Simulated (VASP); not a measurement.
# AgCl (Pm-3m) in VASP: notebook, part 2 of 2

VASP 6.6.1. The steps go on from the part before.

## Step 3: Single point, PBEsol (volume scaled by 1.04)

INCAR reads:

```
SYSTEM = AgCl
PREC = Accurate
ENCUT = 520
EDIFF = 1E-6
ISMEAR = -1
SIGMA = 0.01
LREAL = .FALSE.
LASPH = .TRUE.
NELM = 60
ALGO = Normal
ISIF = 2
LWAVE = .FALSE.
LCHARG = .FALSE.
GGA = PS
NBANDS = 16
```

KPOINTS reads:

```
regular mesh
0
G
  9 9 9
  0 0 0
```

POSCAR reads:

```
AgCl
1.0
    3.4791620374      0.0000000000      0.0000000000
    0.0000000000      3.4791620374      0.0000000000
    0.0000000000      0.0000000000      3.4791620374
Ag Cl
1 1
Direct
    0.0000000000      0.0000000000      0.0000000000
    0.5000000000      0.5000000000      0.5000000000
```

Potentials or basis: VASP PAW PBE potentials, release 64 (Ag, Cl).

Command:

```sh
$ cat potpaw_PBE.64/Ag/POTCAR potpaw_PBE.64/Cl/POTCAR > POTCAR
$ mpirun -np 1 vasp_std > vasp.out
```

OUTCAR:

```text
SYSTEM = AgCl
   PREC = Accurate
   ENCUT = 520
   EDIFF = 1E-6
   ISMEAR = -1
   LREAL = .FALSE.
   LASPH = .TRUE.
   NELM = 60
   ISIF = 2
   GGA = PS

 ion  position               nearest neighbor table
   1  0.000  0.000  0.000-   2 3.01   2 3.01   2 3.01   2 3.01   2 3.01   2 3.01   2 3.01   2 3.01

   2  0.500  0.500  0.500-   1 3.01   1 3.01   1 3.01   1 3.01   1 3.01   1 3.01   1 3.01   1 3.01

  LATTYP: Found a simple cubic cell.
 ALAT       =     3.4791620374

  Lattice vectors:

 A1 = (   3.4791620374,   0.0000000000,   0.0000000000)
 A2 = (   0.0000000000,   3.4791620374,   0.0000000000)
 A3 = (   0.0000000000,   0.0000000000,   3.4791620374)

Analysis of symmetry for initial positions (statically):
=====================================================================
 Subroutine PRICEL returns:
 Original cell was already a primitive cell.

 Routine SETGRP: Setting up the symmetry group for a
 simple cubic supercell.

 Subroutine GETGRP returns: Found 48 space group operations
 (whereof 48 operations were pure point group operations)
 out of a pool of 48 trial point group operations.

The static configuration has the point symmetry O_h .

[... 154 lines left out ...]
  ext. energy  EPLUGINS =         0.00000000
  ---------------------------------------------------
  free energy    TOTEN  =        -5.71120506 eV

  energy without entropy =       -5.71120506  energy(sigma->0) =       -5.71120506

 E-fermi :   3.4878     XC(G=0): -10.4105

 val. band max:        3.2863163845   @ k =   0.4444   0.0000   0.0000
 cond. band min:       3.7213334213   @ k =   0.0000   0.0000   0.0000
 fundamental gap:      0.4350170367
 Fermi energy:         3.4878214616

 k-point     1 :       0.0000    0.0000    0.0000
  band No.  band energies     occupation
      1     -11.0224      2.00000
      2       0.7143      2.00000
      3       0.7143      2.00000
      4       1.5944      2.00000
      5       1.5944      2.00000
      6       1.5944      2.00000
[... 433 lines left out ...]
      3      -0.0019      2.00000
      4       1.0429      2.00000
      5       1.2093      2.00000
      6       1.3409      2.00000
[... 8 lines left out ...]
     15      17.1791      0.00000
     16      18.9243      0.00000

 [... further k-points ...]
[... 5 lines left out ...]
  --------------------------------------------------------------------------------------
  -------------------------------------------------------------------------------------
  Total       -1.5770580     -1.5770580     -1.5770580     -0.0000000      0.0000000     -0.0000000
  in kB      -59.9976567    -59.9976567    -59.9976567     -0.0000000      0.0000000     -0.0000000
  external PRESSURE =     -59.9976567 kB  Pullay stress =       0.0000000 kB

 VOLUME and BASIS-vectors are now :
 -----------------------------------------------------------------------------
  energy-cutoff  :      520.00
  volume of cell :       42.11
      direct lattice vectors                 reciprocal lattice vectors
     3.479162037  0.000000000  0.000000000     0.287425532  0.000000000  0.000000000
     0.000000000  3.479162037  0.000000000     0.000000000  0.287425532  0.000000000
     0.000000000  0.000000000  3.479162037     0.000000000  0.000000000  0.287425532

 POSITION                                       TOTAL-FORCE (eV/Angst)
 -----------------------------------------------------------------------------------
      0.00000      0.00000      0.00000         0.000000      0.000000      0.000000
      1.73958      1.73958      1.73958         0.000000      0.000000      0.000000
 -----------------------------------------------------------------------------------
    total drift:                               -0.000000      0.000000      0.000000

  FREE ENERGIE OF THE ION-ELECTRON SYSTEM (eV)
  ---------------------------------------------------
  free  energy   TOTEN  =        -5.7112050562 eV

  energy  without entropy=       -5.7112050562  energy(sigma->0) =       -5.71120506
```

OSZICAR:

```text
N       E                     dE             d eps       ncg     rms          rms(c)
DAV:   1     0.979061557951E+02    0.97906E+02   -0.86312E+03  1136   0.102E+03
DAV:   2    -0.234974061017E+01   -0.10026E+03   -0.91902E+02  1440   0.221E+02
DAV:   3    -0.597286906280E+01   -0.36231E+01   -0.36144E+01  1360   0.440E+01
DAV:   4    -0.599754277251E+01   -0.24674E-01   -0.24672E-01  1424   0.392E+00
DAV:   5    -0.599784835971E+01   -0.30559E-03   -0.30559E-03  1344   0.429E-01    0.518E+00
DAV:   6    -0.572231191292E+01    0.27554E+00   -0.42101E-01  1344   0.915E+00    0.348E+00
DAV:   7    -0.571586979303E+01    0.64421E-02   -0.10539E-01  1200   0.212E+00    0.189E+00
DAV:   8    -0.571152746514E+01    0.43423E-02   -0.78740E-03  1384   0.856E-01    0.351E-01
DAV:   9    -0.571116812425E+01    0.35934E-03   -0.64220E-04  1440   0.416E-01    0.886E-02
DAV:  10    -0.571120353293E+01   -0.35409E-04   -0.12688E-04  1304   0.107E-01    0.368E-02
DAV:  11    -0.571120523336E+01   -0.17004E-05   -0.16283E-06  1248   0.103E-02    0.420E-03
DAV:  12    -0.571120505621E+01    0.17715E-06   -0.94061E-08   720   0.270E-03
   1 F= -.57112051E+01 E0= -.57112051E+01  d E =-.125759E-10
```

stdout:

```text
POSCAR found type information on POSCAR AgCl
 POSCAR found :  2 types and       2 ions
 scaLAPACK will be used
 -----------------------------------------------------------------------------
|                                                                             |
|                                                                             |
|     You enforced a specific xc type in the INCAR file but a different       |
|     I HOPE YOU KNOW WHAT YOU ARE DOING!                                     |
|                                                                             |
 -----------------------------------------------------------------------------

 LDA part: xc-table for (Slater+PW92), standard interpolation
 POSCAR, INCAR and KPOINTS ok, starting setup
 FFT: planning ... GRIDC
 FFT: planning ... GRID_SOFT
 FFT: planning ... GRID
 WAVECAR not read
 entering main loop
```

Wall time 14 s (1 thread of AMD EPYC 7R43 (Zen 3), shared host); peak memory 0.14 GiB.

What came out:

- Free energy: -5.7112 eV
- Pressure: -6.0 GPa
- Band gap on the k mesh: 0.43 eV, indirect (least direct gap 1.81 eV)

Caveat: the PAW data sets were made with another functional, which shifts forces and pressure a little. A k mesh can miss the band edges.

## Step 4: Single point, PBEsol (volume scaled by 1.02)

INCAR reads:

```
SYSTEM = AgCl
PREC = Accurate ; ENCUT = 520
EDIFF = 1E-6 ; ISMEAR = -1
SIGMA = 0.01 ; LREAL = .False.
LASPH = .True. ; NELM = 100
ALGO = Normal ; ISIF = 2
LWAVE = .False. ; LCHARG = .False.
GGA = PS ; NBANDS = 16
```

KPOINTS reads:

```
Automatic mesh
0
Gamma
  9 9 9
  0 0 0
```

POSCAR reads:

```
AgCl
1.0
    3.4567152058      0.0000000000      0.0000000000
    0.0000000000      3.4567152058      0.0000000000
    0.0000000000      0.0000000000      3.4567152058
Ag Cl
1 1
Direct
    0.0000000000      0.0000000000      0.0000000000
    0.5000000000      0.5000000000      0.5000000000
```

Command:

```sh
$ cat potpaw_PBE.64/Ag/POTCAR potpaw_PBE.64/Cl/POTCAR > POTCAR
$ mpirun -np 1 vasp_std > vasp.out
```

Wall time 14 s (1 thread of AMD EPYC 7R43 (Zen 3), shared host); peak memory 0.13 GiB.

The run converged. Its results:

```yaml
Free_energy: -5.7396 eV
Pressure: -5.4 GPa
Band_gap_on_the_k_mesh: 0.44 eV, indirect (least direct gap 1.87 eV)
```

Levels at points of the mesh, in eV from the valence-band top:
| k point | band 7 | band 8 | band 9 | band 10 | band 11 | band 12 |
| --- | --- | --- | --- | --- | --- | --- |
| (0.00, 0.00, 0.00) | -1.43 | -1.43 | -1.43 | 0.44 | 9.35 | 9.35 |

Caveat: the PAW data sets were made with another functional, which shifts forces and pressure a little.

## Step 5: The runs side by side

| cell | gap on the mesh (eV) | pressure (GPa) |
| --- | --- | --- |
| a = 3.422 Å, 2 atoms | 0.44 | -4.3 |
| a = 3.479 Å, 2 atoms | 0.43 | -6.0 |
| a = 3.457 Å, 2 atoms | 0.44 | -5.4 |

Alike in all rows: task single point; level PBEsol; potentials or basis VASP PAW PBE potentials, release 64 (Ag, Cl); no spin polarisation; k mesh 9 × 9 × 9; cutoff (eV) 520; smearing fermi-dirac 0.01 eV.

Caveats: the PAW data sets were made with another functional, which shifts forces and pressure a little.

Absolute energies hang on the potentials; compare differences alone.
